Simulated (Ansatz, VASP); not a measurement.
# Two plane-wave programs on Se

The input INCAR:

```
  ALGO = Normal
  EDIFF = 1E-6
  ENCUT = 520
  GGA = PE
  ISIF = 2
  ISMEAR = 0
  LASPH = True
  LCHARG = False
  LREAL = False
  LWAVE = False
  NBANDS = 16
  NELM = 60
  PREC = Accurate
  SIGMA = 0.02
```

KPOINTS

```
k-points
0
Gamma
  9 9 6
```

File POSCAR:

```
Se
1.0
    4.2459111403      0.0000000000      0.0000000000
   -2.1229555702      3.6770669098      0.0000000000
    0.0000000000      0.0000000000      5.1143443200
Se
3
Direct
    0.2483032113      0.0000000000      0.3333333333
    0.0000000000      0.2483032113      0.6666666667
    0.7516967887      0.7516967887      0.0000000000
```

Input for Ansatz:

```yaml
crystal:
  lattice:
    - [4.2459111403, 0.0, 0.0]
    - [-2.1229555702, 3.6770669098, 0.0]
    - [0.0, 0.0, 5.11434432]
  atoms:
    - { symbol: Se, position: [0.2483032113, 0.0, 0.3333333333] }
    - { symbol: Se, position: [0.0, 0.2483032113, 0.6666666667] }
    - { symbol: Se, position: [0.7516967887, 0.7516967887, 0.0] }
basis:
  ecutwfc: 420
kpoints:
  mp_grid: { grid: [9, 9, 6] }
hamiltonian:
  xc: pbe
scf:
  occupations: { method: gaussian, width: 0.02 }
output:
  forces: true
  stress: true
  eigenvalues: true
```

Alike in both runs: task single point; functional PBE; k mesh 9 × 9 × 6; occupations gaussian, width 0.02 eV; no spin polarisation.

|  | VASP | Ansatz |
| --- | --- | --- |
| version | VASP 6.6.1 | Ansatz 0.2.0 |
| potentials or method | VASP PAW PBE potentials, release 64 (Se), cutoff 520 eV | scalar-relativistic, plane waves, PAW |
| valence electrons in the cell | 18 | 48 |

|  | VASP | Ansatz | Ansatz less VASP |
| --- | --- | --- | --- |
| gap on the k mesh at the Fermi level (eV) | 0.70 | 0.70 | +0.007 |
| least direct gap on the mesh (eV) | 0.80 | 0.81 | +0.007 |
| pressure (GPa) | -1.8 | -1.8 | -0.06 |
| traceless stress, the component that is largest in VASP (GPa) | -0.20 | -0.22 | -0.018 |
| rms of the force components (eV/Å) | 0.334 | 0.342 | +0.0078 |

Atom by atom the forces differ by 0.008 eV/Å (rms over components). With one functional, cell and mesh, what is left measures potentials, basis and numerics. VASP's potentials hold 18 valence electrons a cell and Ansatz's 48, so a difference there can come from the potentials and not from the codes.
